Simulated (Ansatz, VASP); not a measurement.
**Mg: VASP beside Ansatz**

File INCAR:

```
SYSTEM = Mg
ALGO = Normal ; EDIFF = 1E-8
ENCUT = 520 ; GGA = PS
ISIF = 2 ; ISMEAR = -1
LASPH = .TRUE. ; LCHARG = .FALSE.
LEFG = .TRUE. ; LREAL = .FALSE.
LWAVE = .FALSE. ; NBANDS = 9
NELM = 60 ; PREC = Accurate
SIGMA = 0.08
```

File KPOINTS:

```
k-points
0
G
  12 12 7
  0 0 0
```

File POSCAR:

```
Mg
1.0
    3.2092715325      0.0000000000      0.0000000000
   -1.6046357662      2.7793106748      0.0000000000
    0.0000000000      0.0000000000      5.1061234000
Mg
2
Direct
    0.3333333333      0.6666666667      0.2500000000
    0.6666666667      0.3333333333      0.7500000000
```

Input for Ansatz:

```yaml
crystal:
  lattice:
    - [3.2092715325, 0.0, 0.0]
    - [-1.6046357662, 2.7793106748, 0.0]
    - [0.0, 0.0, 5.1061234]
  atoms:
    - { symbol: Mg, position: [0.3333333333, 0.6666666667, 0.25] }
    - { symbol: Mg, position: [0.6666666667, 0.3333333333, 0.75] }
kpoints:
  mp_grid: { grid: [12, 12, 7] }
scf:
  occupations: { method: fermi_dirac, width: 0.08 }
hamiltonian:
  xc: pbesol
  pseudopotentials: { kind: all_electron, datasets: crystal }
output:
  forces: true
  stress: true
  eigenvalues: true
  efg: { contact_densities: true }
```

Change from the starting cell: zz strain of -2 %, crystal datasets.

Alike in both runs: task electric field gradients; functional PBEsol; k mesh 12 × 12 × 7; occupations fermi-dirac, width 0.08 eV; no spin polarisation.

|  | VASP | Ansatz |
| --- | --- | --- |
| version | VASP 6.6.1 | Ansatz 0.2.0 |
| potentials or method | VASP PAW PBE potentials, release 64 (Mg), cutoff 520 eV | all-electron PAW with datasets made for the crystal, scalar-relativistic |

|  | VASP | Ansatz | Ansatz less VASP |
| --- | --- | --- | --- |
| pressure (GPa) | -0.5 | -0.4 | +0.03 |
| traceless stress, the component that is largest in VASP (GPa) | 0.26 | 0.25 | -0.002 |
| size of Vzz on the site where it differs most (V/Å²) | 0.1 | 0.2 | +0.09 |

VASP's potentials were made for PBE, not for PBEsol. Ansatz ran all-electron here, and VASP with PAW potentials.
